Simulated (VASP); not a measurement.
# Ga2O3 (C2/m) in VASP: single point with r2SCAN

Aim: the single point of Ga2O3 with r2SCAN.

All numbers are computed with VASP 6.6.1; they aren't measurements. Logs are shortened: lines on timing, memory, paths and dates and some standing lists are left out, and cuts for length are marked.

## (1) The cell of the first run

Symmetry: C2/m, No. 12, monoclinic system. The conventional cell has a = 12.246 Å, b = 3.041 Å, c = 5.809 Å, α = 90.00°, β = 103.82°, γ = 90.00°. Within 2.4 Å of Ga (site symmetry m) lie 4 O at 1.83 to 1.87 Å. Within 2.6 Å of Ga (site symmetry m) lie 6 O at 1.94 to 2.08 Å. O (site symmetry m) has 3 Ga at 1.83 to 1.94 Å within 2.4 Å. O (site symmetry m) has 4 Ga at 1.87 to 2.08 Å within 2.5 Å. O (site symmetry m) has 3 Ga at 1.84 to 1.94 Å within 2.4 Å.

## (2) Single point, r2SCAN

POSCAR reads:

```
Ga2O3
1.0
    6.1230059523     -1.5204695199      0.0010411527
    6.1230059523      1.5204695199      0.0010411527
   -1.3886616278      0.0000000000      5.6403427002
Ga O
4 6
Direct
    0.0905388617      0.0905388617      0.7948352022
    0.9094611383      0.9094611383      0.2051647978
    0.6587302110      0.6587302110      0.3144239287
    0.3412697890      0.3412697890      0.6855760713
    0.1642042847      0.1642042847      0.1092295326
    0.8357957153      0.8357957153      0.8907704674
    0.1733305953      0.1733305953      0.5635246461
    0.8266694047      0.8266694047      0.4364753539
    0.4962414410      0.4962414410      0.2561810312
    0.5037585590      0.5037585590      0.7438189688
```

INCAR.step1 reads:

```
PREC     = Accurate       # precision mode
ENCUT    = 520            # plane-wave cutoff, eV
ISMEAR   = 0              # smearing method
SIGMA    = 0.01           # smearing width, eV
LREAL    = F              # projectors in reciprocal space
LASPH    = T              # aspherical terms in the spheres
NELM     = 80             # most SCF steps
NBANDS   = 55             # bands
GGA      = PE             # functional
ALGO     = Normal         # electronic algorithm
EDIFF    = 1E-4           # SCF threshold, eV
LWAVE    = T              # write WAVECAR
LCHARG   = F              # write CHGCAR
```

INCAR.step2 reads:

```
PREC     = Accurate       # precision mode
ENCUT    = 520            # plane-wave cutoff, eV
EDIFF    = 1E-6           # SCF threshold, eV
ISMEAR   = 0              # smearing method
SIGMA    = 0.01           # smearing width, eV
LREAL    = F              # projectors in reciprocal space
LASPH    = T              # aspherical terms in the spheres
NELM     = 80             # most SCF steps
ALGO     = Normal         # electronic algorithm
ISIF     = 2              # what is computed and relaxed
LWAVE    = F              # write WAVECAR
LCHARG   = F              # write CHGCAR
METAGGA  = R2SCAN         # meta-GGA
LMIXTAU  = T            
NBANDS   = 55             # bands
ISTART   = 1
```

KPOINTS reads:

```
regular mesh
0
Gamma
  4 4 4
```

Potentials or basis: VASP PAW PBE potentials, release 64 (Ga_d, O).

Command:

```bash
$ cat potpaw_PBE.64/Ga_d/POTCAR potpaw_PBE.64/O/POTCAR > POTCAR
$ cp INCAR.step1 INCAR
$ mpirun -np 1 vasp_std > vasp.out
$ cp INCAR.step2 INCAR
$ mpirun -np 1 vasp_std > vasp.out
```

OUTCAR:

```text
PREC = Accurate
   ENCUT = 520
   EDIFF = 1E-6
   ISMEAR = 0
   LREAL = F
   LASPH = T
   NELM = 80
   ISIF = 2
   METAGGA = R2SCAN
   ISTART = 1

 ion  position               nearest neighbor table
   1  0.091  0.091  0.795-   5 1.83  10 1.84  10 1.84   7 1.87
   2  0.909  0.909  0.205-   6 1.83   9 1.84   9 1.84   8 1.87
   3  0.659  0.659  0.314-   9 1.94   5 1.94   5 1.94   8 2.01   7 2.08   7 2.08
   4  0.341  0.341  0.686-  10 1.94   6 1.94   6 1.94   7 2.01   8 2.08   8 2.08
   5  0.164  0.164  0.109-   1 1.83   3 1.94   3 1.94
   6  0.836  0.836  0.891-   2 1.83   4 1.94   4 1.94
   7  0.173  0.173  0.564-   1 1.87   4 2.01   3 2.08   3 2.08
   8  0.827  0.827  0.436-   2 1.87   3 2.01   4 2.08   4 2.08
   9  0.496  0.496  0.256-   2 1.84   2 1.84   3 1.94
  10  0.504  0.504  0.744-   1 1.84   1 1.84   4 1.94

  LATTYP: Found a base centered monoclinic cell.
 ALAT       =    12.2460120816
 B/A-ratio  =     0.2483207610
 C/A-ratio  =     0.4743399917
 COS(beta)  =    -0.2388976919

  Lattice vectors:

 A1 = (   6.1230059523,  -1.5204695199,   0.0010411527)
 A2 = (   6.1230059523,   1.5204695199,   0.0010411527)
 A3 = (  -1.3886616278,   0.0000000000,   5.6403427002)

Analysis of symmetry for initial positions (statically):
=====================================================================
 Subroutine PRICEL returns:
 Original cell was already a primitive cell.

 Routine SETGRP: Setting up the symmetry group for a
 base centered monoclinic supercell.

 Subroutine GETGRP returns: Found  4 space group operations
 (whereof  4 operations were pure point group operations)
 out of a pool of  4 trial point group operations.

The static configuration has the point symmetry C_2h.

Analysis of symmetry for dynamics (positions and initial velocities):
=====================================================================
 Subroutine PRICEL returns:
 Original cell was already a primitive cell.

 Routine SETGRP: Setting up the symmetry group for a
 base centered monoclinic supercell.

 Subroutine GETGRP returns: Found  4 space group operations
 (whereof  4 operations were pure point group operations)
 out of a pool of  4 trial point group operations.

The dynamic configuration has the point symmetry C_2h.

 Subroutine INISYM returns: Found  4 space group operations
 (whereof  4 operations are pure point group operations),
 and found     1 'primitive' translations

----------------------------------------------------------------------------------------

                                     Primitive cell

  volume of cell :     105.0258

  direct lattice vectors                    reciprocal lattice vectors
     6.123005952 -1.520469520  0.001041153     0.081655820 -0.328845790  0.020103797
     6.123005952  1.520469520  0.001041153     0.081655820  0.328845790  0.020103797
    -1.388661628  0.000000000  5.640342700    -0.000030146  0.000000000  0.177286770

  length of vectors
     6.308964300  6.308964300  5.808773269     0.339428032  0.339428032  0.177286772

  position of ions in fractional coordinates (direct lattice)
     0.090538862  0.090538862  0.794835202
     0.909461138  0.909461138  0.205164798
     0.658730211  0.658730211  0.314423929
     0.341269789  0.341269789  0.685576071
     0.164204285  0.164204285  0.109229533
     0.835795715  0.835795715  0.890770467
     0.173330595  0.173330595  0.563524646
     0.826669405  0.826669405  0.436475354
     0.496241441  0.496241441  0.256181031
     0.503758559  0.503758559  0.743818969

  ion indices of the primitive-cell ions
   primitive index   ion index
                 1           1
                 2           2
                 3           3
                 4           4
                 5           5
                 6           6
                 7           7
                 8           8
                 9           9
                10          10

----------------------------------------------------------------------------------------

 KPOINTS: regular mesh

Automatic generation of k-mesh.
 Grid dimensions read from file:
 generate k-points for:    4    4    4

 Generating k-lattice:

  Cartesian coordinates                     Fractional coordinates (reciprocal lattice)
     0.020413955 -0.082211447  0.005025949     0.250000000  0.000000000  0.000000000
     0.020413955  0.082211447  0.005025949     0.000000000  0.250000000  0.000000000
    -0.000007536  0.000000000  0.044321692     0.000000000  0.000000000  0.250000000

  Length of vectors
     0.084857008  0.084857008  0.044321693

  Shift w.r.t. Gamma in fractional coordinates (k-lattice)
     0.000000000  0.000000000  0.000000000

 Subroutine IBZKPT returns following result:
 ===========================================

 Found     24 irreducible k-points:

 Following reciprocal coordinates:
            Coordinates               Weight
  0.000000  0.000000  0.000000      1.000000
  0.250000  0.000000  0.000000      4.000000
  0.500000  0.000000  0.000000      2.000000
  0.250000  0.250000  0.000000      2.000000
  0.500000  0.250000  0.000000      4.000000
 -0.250000  0.250000  0.000000      2.000000
[... 16 lines left out ...]
 -0.250000  0.250000  0.500000      2.000000
  0.500000  0.500000  0.500000      1.000000
   k-points           NKPTS =     24   k-points in BZ     NKDIM =     24   number of bands    NBANDS=     55
   number of dos      NEDOS =    301   number of ions     NIONS =     10
   total plane-waves  NPLWV = 110592
   dimension x,y,z NGX =    48 NGY =   48 NGZ =   48
   dimension x,y,z NGXF=    96 NGYF=   96 NGZF=   96
   ions per type =               4   6
   NGX,Y,Z   is equivalent  to a cutoff of  12.65, 12.65, 13.74 a.u.
   NGXF,Y,Z  is equivalent  to a cutoff of  25.30, 25.30, 27.48 a.u.
 SYSTEM =  unknown system
   PREC   = accura    normal or accurate (medium, high low for compatibility)
   ISTART =      1    job   : 0-new  1-cont  2-samecut
   ICHARG =      0    charge: 1-file 2-atom 10-const
   ISPIN  =      1    spin polarized calculation?
   LNONCOLLINEAR =      F non collinear calculations
   LSORBIT =      F    spin-orbit coupling
   LASPH  =      T    aspherical Exc in radial PAW
   ENCUT  =  520.0 eV  38.22 Ry    6.18 a.u.  11.73 11.73 10.80*2*pi/ulx,y,z
   NELM   =     80;   NELMIN=  2; NELMDL=  0     # of ELM steps
   EDIFF  = 0.1E-05   stopping-criterion for ELM
   LREAL  =      F    real-space projection
   EDIFFG = 0.1E-04   stopping-criterion for IOM
   NSW    =      0    number of steps for IOM
   IBRION =     -1    ionic relax: 0-MD 1-quasi-New 2-CG
   NFREE  =      0    steps in history (QN), initial steepest desc. (CG)
   ISIF   =      2    stress and relaxation
   ISYM   =      2    0-nonsym 1-usesym 2-fastsym
   POTIM  = 0.5000    time-step for ionic-motion
   TEBEG  =    0.0;   TEEND  =   0.0 temperature during run
   PSTRESS=    0.0 pullay stress
   NELECT =      88.0000    total number of electrons
   NUPDOWN=      -1.0000    fix difference up-down
   EMIN   =  10.00;   EMAX   =-10.00  energy-range for DOS
   EFERMI =   0.00;   METHOD = LEGACY
   ISMEAR =     0;   SIGMA  =   0.01  broadening in eV -4-tet -1-fermi 0-gaus
   EFERMI_NEDOS =   21; number of points for ismear=-14 and -15
   IALGO  =     38    algorithm
   IMIX   =      4    mixing-type and parameters
     AMIX     =   0.40;   BMIX     =  1.00
     AMIX_MAG =   1.60;   BMIX_MAG =  1.00
  volume/ion in A,a.u.               =      10.50        70.87
  Fermi-wavevector in a.u.,A,eV,Ry     =   1.543371  2.916548 32.409001  2.381994
  Thomas-Fermi vector in A             =   2.649043
   LORBIT       =      0    0 simple, 1 ext, 2 COOP (PROOUT), +10 PAW based schemes
   METAGGA = R2SCAN    functional components
   LHFCALC =     F    Hartree Fock is set to
   AEXX    =    0.0000 exact exchange contribution
   IVDW    =     0    specifies the selected vdW correction
   LEPSILON=     F    determine dielectric tensor
   LRPA    =     F    only Hartree local field effects (RPA)
 non-spin polarized calculation
 Gauss-broadening in eV      SIGMA  =   0.01
  energy-cutoff  :      520.00
  volume of cell :      105.03
 maximum number of plane-waves:      2850
 NGX is ok and might be reduce to    48
   NGX = 23   NGY = 23   NGZ = 21

 number of electron      88.0000020 magnetization

 Free energy of the ion-electron system (eV)
  ---------------------------------------------------
  ext. energy  EPLUGINS =         0.00000000
  ---------------------------------------------------
  free energy    TOTEN  =      -102.42723090 eV

  energy without entropy =     -102.42723090  energy(sigma->0) =     -102.42723090

 E-fermi :   3.4853     XC(G=0): -12.5144

 val. band max:        3.3963210326   @ k =   0.5000   0.5000   0.5000
 cond. band min:       6.4148917140   @ k =   0.0000   0.0000   0.0000
 fundamental gap:      3.0185706815
 Fermi energy:         3.4853195574

 k-point     1 :       0.0000    0.0000    0.0000
  band No.  band energies     occupation
      1     -16.4225      2.00000
      2     -15.2714      2.00000
      3     -15.2534      2.00000
      4     -15.1265      2.00000
      5     -14.6838      2.00000
      6     -14.6570      2.00000
[... 47 lines left out ...]
     54      16.7052      0.00000
     55      17.0316      0.00000

 k-point     2 :       0.2500    0.0000    0.0000
  band No.  band energies     occupation
      1     -15.9867      2.00000
      2     -15.2151      2.00000
      3     -15.1181      2.00000
      4     -14.9446      2.00000
      5     -14.6709      2.00000
      6     -14.6486      2.00000
[... 47 lines left out ...]
     54      15.0302      0.00000
     55      15.8984      0.00000

 k-point     3 :       0.5000    0.0000    0.0000
  band No.  band energies     occupation
      1     -15.2939      2.00000
      2     -15.1469      2.00000
      3     -15.0693      2.00000
      4     -14.9282      2.00000
      5     -14.6405      2.00000
      6     -14.6304      2.00000
[... 1152 lines left out ...]
 k-point    23 :      -0.2500    0.2500    0.5000
  band No.  band energies     occupation
      1     -15.1870      2.00000
      2     -15.1455      2.00000
      3     -15.0154      2.00000
      4     -14.9881      2.00000
      5     -14.7017      2.00000
      6     -14.6803      2.00000
[... 47 lines left out ...]
     54      15.9512      0.00000
     55      16.1892      0.00000

 k-point    24 :       0.5000    0.5000    0.5000
  band No.  band energies     occupation
      1     -16.0197      2.00000
      2     -15.6165      2.00000
      3     -15.4490      2.00000
      4     -15.0819      2.00000
      5     -14.8198      2.00000
      6     -14.5363      2.00000
[... 47 lines left out ...]
     54      16.4290      0.00000
     55      17.3816      0.00000

------------------------ aborting loop because EDIFF is reached ----------------------------------------

  FORCE on cell =-STRESS in cart. coord.  units (eV):
  Direction    XX          YY          ZZ          XY          YZ          ZX
  --------------------------------------------------------------------------------------
  -------------------------------------------------------------------------------------
  Total        1.1604556      1.3741988      1.1853801      0.0000000      0.0000000      0.0326291
  in kB       17.7028433     20.9635134     18.0830698      0.0000000      0.0000000      0.4977601
  external PRESSURE =      18.9164755 kB  Pullay stress =       0.0000000 kB

 VOLUME and BASIS-vectors are now :
 -----------------------------------------------------------------------------
  energy-cutoff  :      520.00
  volume of cell :      105.03
      direct lattice vectors                 reciprocal lattice vectors
     6.123005952 -1.520469520  0.001041153     0.081655820 -0.328845790  0.020103797
     6.123005952  1.520469520  0.001041153     0.081655820  0.328845790  0.020103797
    -1.388661628  0.000000000  5.640342700    -0.000030146  0.000000000  0.177286770

 POSITION                                       TOTAL-FORCE (eV/Angst)
 -----------------------------------------------------------------------------------
      0.00498      0.00000      4.48333         0.019206      0.000000     -0.001623
     10.85237      0.00000      1.15909        -0.019206      0.000000      0.001623
      7.63019      0.00000      1.77483        -0.012364      0.000000      0.048967
      3.22716      0.00000      3.86759         0.012364      0.000000     -0.048967
      1.85916      0.00000      0.61643         0.062660      0.000000      0.034731
      8.99819      0.00000      5.02599        -0.062660      0.000000     -0.034731
      1.34006      0.00000      3.17883         0.029467      0.000000     -0.055209
      9.51729      0.00000      2.46359        -0.029467      0.000000      0.055209
      5.72123      0.00000      1.44598         0.077153      0.000000      0.029700
      5.13612      0.00000      4.19644        -0.077153      0.000000     -0.029700
 -----------------------------------------------------------------------------------
    total drift:                                0.000000      0.000000      0.000000

  FREE ENERGIE OF THE ION-ELECTRON SYSTEM (eV)
  ---------------------------------------------------
  free  energy   TOTEN  =      -102.4272309013 eV

  energy  without entropy=     -102.4272309013  energy(sigma->0) =     -102.42723090
```

Run time: 13 min. Hardware: 1 thread of AMD EPYC 7R13 (Zen 3), shared host; peak memory 0.38 GiB.

What came out:

```yaml
Free_energy: -102.4272 eV
Pressure: 1.9 GPa
Largest_force: 0.083 eV/Å
Band_gap_on_the_k_mesh: 3.02 eV (least direct gap 3.04 eV)
```

Forces in eV/Å, atoms in the order of the input:
```
Ga   0.019  0.000 -0.002
Ga  -0.019  0.000  0.002
Ga  -0.012  0.000  0.049
Ga   0.012  0.000 -0.049
O    0.063  0.000  0.035
O   -0.063  0.000 -0.035
O    0.029  0.000 -0.055
O   -0.029  0.000  0.055
O    0.077  0.000  0.030
O   -0.077  0.000 -0.030
```

Stress tensor (GPa, compression positive):
```
1.77 0.00 0.05
0.00 2.10 0.00
0.05 0.00 1.81
```

Caveat: the k points lie up to 0.53 Å⁻¹ apart; the PAW data sets were made with another functional, which shifts forces and pressure a little.
